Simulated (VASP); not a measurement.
# Sb (P6_3/mmc) in VASP: notebook

The runs below take Sb through single point, with PBEsol.

Everything below comes from runs of VASP 6.6.1. Logs are shortened: lines on timing, memory, paths and dates and some standing lists are left out, and cuts for length are marked.

## (1) The cell of the first run

Symmetry: P6_3/mmc, No. 194, hexagonal system. Conventional cell: a = 3.557 Å, b = 3.557 Å, c = 4.783 Å, α = 90.00°, β = 90.00°, γ = 120.00°. Within 4.1 Å of Sb (site symmetry -6m2) lie 12 Sb at 3.15 to 3.56 Å.

## (2) Single point, PBEsol

Contents of INCAR:

```
PREC = Accurate
ENCUT = 520
EDIFF = 1E-6
ISMEAR = 0
SIGMA = 0.15
LREAL = False
LASPH = True
NELM = 80
ALGO = Normal
ISIF = 2
LWAVE = False
LCHARG = True
GGA = PS
LELF = True
LVHAR = True
NBANDS = 12
```

Contents of KPOINTS:

```
Automatic mesh
0
Gamma
  18 18 10
```

Contents of POSCAR:

```
Sb
1.0
    3.5565429593      0.0000000000      0.0000000000
   -1.7782714797      3.0800565524      0.0000000000
    0.0000000000      0.0000000000      4.7827002133
Sb
2
Direct
    0.3333333333      0.6666666667      0.2500000000
    0.6666666667      0.3333333333      0.7500000000
```

Potentials or basis: VASP PAW PBE potentials, release 64 (Sb).

Launch:

```
> cat potpaw_PBE.64/Sb/POTCAR > POTCAR
> mpirun -np 1 vasp_std > vasp.out
```

OUTCAR:

```text
PREC = Accurate
   ENCUT = 520
   EDIFF = 1E-6
   ISMEAR = 0
   LREAL = False
   LASPH = True
   NELM = 80
   ISIF = 2
   GGA = PS

 ion  position               nearest neighbor table
   1  0.333  0.667  0.250-   2 3.15   2 3.15   2 3.15   2 3.15   2 3.15   2 3.15
   2  0.667  0.333  0.750-   1 3.15   1 3.15   1 3.15   1 3.15   1 3.15   1 3.15

  LATTYP: Found a hexagonal cell.
 ALAT       =     3.5565429593
 C/A-ratio  =     1.3447609850

  Lattice vectors:

 A1 = (   3.5565429593,   0.0000000000,   0.0000000000)
 A2 = (  -1.7782714797,   3.0800565524,   0.0000000000)
 A3 = (   0.0000000000,   0.0000000000,   4.7827002133)

Analysis of symmetry for initial positions (statically):
=====================================================================
 Subroutine PRICEL returns:
 Original cell was already a primitive cell.

 Routine SETGRP: Setting up the symmetry group for a
 hexagonal supercell.

 Subroutine GETGRP returns: Found 24 space group operations
 (whereof 12 operations were pure point group operations)
 out of a pool of 24 trial point group operations.

The static configuration has the point symmetry D_3d.
 The point group associated with its full space group is D_6h.

Analysis of symmetry for dynamics (positions and initial velocities):
=====================================================================
 Subroutine PRICEL returns:
 Original cell was already a primitive cell.

 Routine SETGRP: Setting up the symmetry group for a
 hexagonal supercell.

 Subroutine GETGRP returns: Found 24 space group operations
 (whereof 12 operations were pure point group operations)
 out of a pool of 24 trial point group operations.

The dynamic configuration has the point symmetry D_3d.
 The point group associated with its full space group is D_6h.

 Subroutine INISYM returns: Found 24 space group operations
 (whereof 12 operations are pure point group operations),
 and found     1 'primitive' translations

----------------------------------------------------------------------------------------

                                     Primitive cell

  volume of cell :      52.3914

  direct lattice vectors                    reciprocal lattice vectors
     3.556542959  0.000000000  0.000000000     0.281171917  0.162334682  0.000000000
    -1.778271480  3.080056552  0.000000000     0.000000000  0.324669363  0.000000000
     0.000000000  0.000000000  4.782700213     0.000000000  0.000000000  0.209086908

  length of vectors
     3.556542959  3.556542959  4.782700213     0.324669363  0.324669363  0.209086908

  position of ions in fractional coordinates (direct lattice)
     0.333333333  0.666666667  0.250000000
     0.666666667  0.333333333  0.750000000

  ion indices of the primitive-cell ions
   primitive index   ion index
                 1           1
                 2           2

----------------------------------------------------------------------------------------

 KPOINTS: Automatic mesh

Automatic generation of k-mesh.
 Grid dimensions read from file:
 generate k-points for:   18   18   10

 Generating k-lattice:

  Cartesian coordinates                     Fractional coordinates (reciprocal lattice)
     0.015620662  0.009018593  0.000000000     0.055555556  0.000000000  0.000000000
     0.000000000  0.018037187  0.000000000     0.000000000  0.055555556  0.000000000
     0.000000000  0.000000000  0.020908691     0.000000000  0.000000000  0.100000000

  Length of vectors
     0.018037187  0.018037187  0.020908691

  Shift w.r.t. Gamma in fractional coordinates (k-lattice)
     0.000000000  0.000000000  0.000000000

 Subroutine IBZKPT returns following result:
 ===========================================

 Found    222 irreducible k-points:

 Following reciprocal coordinates:
            Coordinates               Weight
  0.000000  0.000000  0.000000      1.000000
  0.055556  0.000000  0.000000      6.000000
  0.111111  0.000000  0.000000      6.000000
  0.166667  0.000000  0.000000      6.000000
  0.222222  0.000000  0.000000      6.000000
  0.277778  0.000000  0.000000      6.000000
[... 16 lines left out ...]
  0.333333  0.111111  0.000000     12.000000
  0.388889  0.111111  0.000000     12.000000
 [... further k-points ...]
   k-points           NKPTS =    222   k-points in BZ     NKDIM =    222   number of bands    NBANDS=     12
   number of dos      NEDOS =    301   number of ions     NIONS =      2
   total plane-waves  NPLWV =  28224
   dimension x,y,z NGX =    28 NGY =   28 NGZ =   36
   dimension x,y,z NGXF=    56 NGYF=   56 NGZF=   72
   ions per type =               2
   NGX,Y,Z   is equivalent  to a cutoff of  13.09, 13.09, 12.51 a.u.
   NGXF,Y,Z  is equivalent  to a cutoff of  26.18, 26.18, 25.03 a.u.
 SYSTEM =  unknown system
   PREC   = accura    normal or accurate (medium, high low for compatibility)
   ISTART =      0    job   : 0-new  1-cont  2-samecut
   ICHARG =      2    charge: 1-file 2-atom 10-const
   ISPIN  =      1    spin polarized calculation?
   LNONCOLLINEAR =      F non collinear calculations
   LSORBIT =      F    spin-orbit coupling
   LASPH  =      T    aspherical Exc in radial PAW
   ENCUT  =  520.0 eV  38.22 Ry    6.18 a.u.   6.61  6.61  8.89*2*pi/ulx,y,z
   NELM   =     80;   NELMIN=  2; NELMDL= -5     # of ELM steps
   EDIFF  = 0.1E-05   stopping-criterion for ELM
   LREAL  =      F    real-space projection
   EDIFFG = 0.1E-04   stopping-criterion for IOM
   NSW    =      0    number of steps for IOM
   IBRION =     -1    ionic relax: 0-MD 1-quasi-New 2-CG
   NFREE  =      0    steps in history (QN), initial steepest desc. (CG)
   ISIF   =      2    stress and relaxation
   ISYM   =      2    0-nonsym 1-usesym 2-fastsym
   POTIM  = 0.5000    time-step for ionic-motion
   TEBEG  =    0.0;   TEEND  =   0.0 temperature during run
   PSTRESS=    0.0 pullay stress
   NELECT =      10.0000    total number of electrons
   NUPDOWN=      -1.0000    fix difference up-down
   EMIN   =  10.00;   EMAX   =-10.00  energy-range for DOS
   EFERMI =   0.00;   METHOD = LEGACY
   ISMEAR =     0;   SIGMA  =   0.15  broadening in eV -4-tet -1-fermi 0-gaus
   EFERMI_NEDOS =   21; number of points for ismear=-14 and -15
   IALGO  =     38    algorithm
   IMIX   =      4    mixing-type and parameters
     AMIX     =   0.40;   BMIX     =  1.00
     AMIX_MAG =   1.60;   BMIX_MAG =  1.00
  volume/ion in A,a.u.               =      26.20       176.78
  Fermi-wavevector in a.u.,A,eV,Ry     =   0.942587  1.781231 12.088376  0.888471
  Thomas-Fermi vector in A             =   2.070211
   LORBIT       =      0    0 simple, 1 ext, 2 COOP (PROOUT), +10 PAW based schemes
   GGA     = PS    functional components
   LHFCALC =     F    Hartree Fock is set to
   AEXX    =    0.0000 exact exchange contribution
   IVDW    =     0    specifies the selected vdW correction
   LEPSILON=     F    determine dielectric tensor
   LRPA    =     F    only Hartree local field effects (RPA)
 non-spin polarized calculation
 Gauss-broadening in eV      SIGMA  =   0.15
  energy-cutoff  :      520.00
  volume of cell :       52.39
 maximum number of plane-waves:      1452
 NGX is ok and might be reduce to    28
   NGX = 13   NGY = 13   NGZ = 17

 number of electron      10.0000001 magnetization

 Free energy of the ion-electron system (eV)
  ---------------------------------------------------
  ext. energy  EPLUGINS =         0.00000000
  ---------------------------------------------------
  free energy    TOTEN  =        -8.66590477 eV

  energy without entropy =       -8.65103179  energy(sigma->0) =       -8.65846828

 E-fermi :   8.6014     XC(G=0): -10.4277

 val. band max:        8.5928150933   @ k =   0.2222   0.2222   0.3000
 cond. band min:       8.6042796706   @ k =   0.1667   0.1667   0.5000
 fundamental gap:      0.0114645773
 Fermi energy:         8.6014478702

 k-point     1 :       0.0000    0.0000    0.0000
  band No.  band energies     occupation
      1      -4.5142      2.00000
      2       1.4439      2.00000
      3       3.2839      2.00000
      4      10.2983      0.00000
      5      10.2983      0.00000
      6      12.7337      0.00000
      7      12.7337      0.00000
      8      14.1523      0.00000
      9      15.7709      0.00000
     10      16.4085      0.00000
     11      18.1279      0.00000
     12      18.1279      0.00000

 k-point     2 :       0.0556    0.0000    0.0000
  band No.  band energies     occupation
      1      -4.4666      2.00000
      2       1.4716      2.00000
      3       3.3348      2.00000
      4       9.8121      0.00000
      5      10.1214      0.00000
      6      12.5298      0.00000
      7      12.8776      0.00000
      8      14.5229      0.00000
      9      15.4775      0.00000
     10      16.5083      0.00000
     11      18.0491      0.00000
     12      18.0660      0.00000

 k-point     3 :       0.1111    0.0000    0.0000
  band No.  band energies     occupation
      1      -4.3239      2.00000
      2       1.5496      2.00000
      3       3.4868      2.00000
      4       8.7731      0.10562
      5       9.7109      0.00000
      6      11.9782      0.00000
      7      13.1609      0.00000
      8      14.7471      0.00000
      9      15.1938      0.00000
     10      16.3001      0.00000
     11      17.9792      0.00000
     12      18.6899      0.00000
[... 286 lines left out ...]
 k-point    23 :       0.3333    0.1111    0.0000
  band No.  band energies     occupation
      1      -2.1654      2.00000
      2       1.0615      2.00000
      3       5.1156      2.00000
      4       5.7318      2.00000
      5       6.7196      2.00000
      6       8.6585      0.59082
      7       9.7324      0.00000
      8      12.0189      0.00000
      9      13.5248      0.00000
     10      14.8969      0.00000
     11      18.8342      0.00000
     12      19.2774      0.00000

 k-point    24 :       0.3889    0.1111    0.0000
  band No.  band energies     occupation
      1      -1.6241      2.00000
      2       0.5027      2.00000
      3       5.1070      2.00000
      4       6.2600      2.00000
      5       6.8513      2.00000
      6       7.8946      2.00000
      7       9.0005      0.00017
      8      11.9048      0.00000
      9      13.3491      0.00000
     10      14.7114      0.00000
     11      19.0638      0.00000
     12      19.1658      0.00000

 [... further k-points ...]
[... 5 lines left out ...]
  --------------------------------------------------------------------------------------
  -------------------------------------------------------------------------------------
  Total        0.4293188      0.4293188      0.2400375     -0.0000000      0.0000000      0.0000000
  in kB       13.1289690     13.1289690      7.3405708     -0.0000000      0.0000000      0.0000000
  external PRESSURE =      11.1995029 kB  Pullay stress =       0.0000000 kB

 VOLUME and BASIS-vectors are now :
 -----------------------------------------------------------------------------
  energy-cutoff  :      520.00
  volume of cell :       52.39
      direct lattice vectors                 reciprocal lattice vectors
     3.556542959  0.000000000  0.000000000     0.281171917  0.162334682  0.000000000
    -1.778271480  3.080056552  0.000000000     0.000000000  0.324669363  0.000000000
     0.000000000  0.000000000  4.782700213     0.000000000  0.000000000  0.209086908

 POSITION                                       TOTAL-FORCE (eV/Angst)
 -----------------------------------------------------------------------------------
     -0.00000      2.05337      1.19568        -0.000000      0.000000      0.000000
      1.77827      1.02669      3.58703         0.000000     -0.000000      0.000000
 -----------------------------------------------------------------------------------
    total drift:                               -0.000000      0.000000      0.000000

  FREE ENERGIE OF THE ION-ELECTRON SYSTEM (eV)
  ---------------------------------------------------
  free  energy   TOTEN  =        -8.6659047711 eV

  energy  without entropy=       -8.6510317932  energy(sigma->0) =       -8.65846828
```

It took 42 s on 1 thread of Intel Xeon Platinum 8559C (Emerald Rapids), shared host; peak memory 0.25 GiB.

What came out:

```
Free energy            : -8.6659 eV
Pressure               : 1.1 GPa
Band gap on the k mesh : zero (band 5 reaches 11.57 eV, above the bottom of band 6 at 5.51 eV)
```

Levels at points of the mesh, in eV from the Fermi level:
```
           k point  band 1  band 2  band 3  band 4  band 5  band 6  band 7  band 8  band 9  band 10
(0.00, 0.00, 0.00)  -13.12   -7.16   -5.32    1.70    1.70    4.13    4.13    5.55    7.17     7.81
(0.50, 0.00, 0.00)  -10.07   -8.44   -3.18   -2.24   -1.35   -1.01    0.10    3.46    4.25     7.59
(0.00, 0.00, 0.50)  -11.42  -11.42    1.72    1.72    2.97    2.97    2.97    2.97    7.29     7.29
(0.50, 0.00, 0.50)   -8.78   -8.78   -5.42   -5.42    0.79    0.79    2.72    2.72    6.62     6.62
```

Caveat: the PAW data sets were made with another functional, which shifts forces and pressure a little; spin-orbit coupling is left out, which moves the levels of the heavy elements.

[end of part 1 of 2]
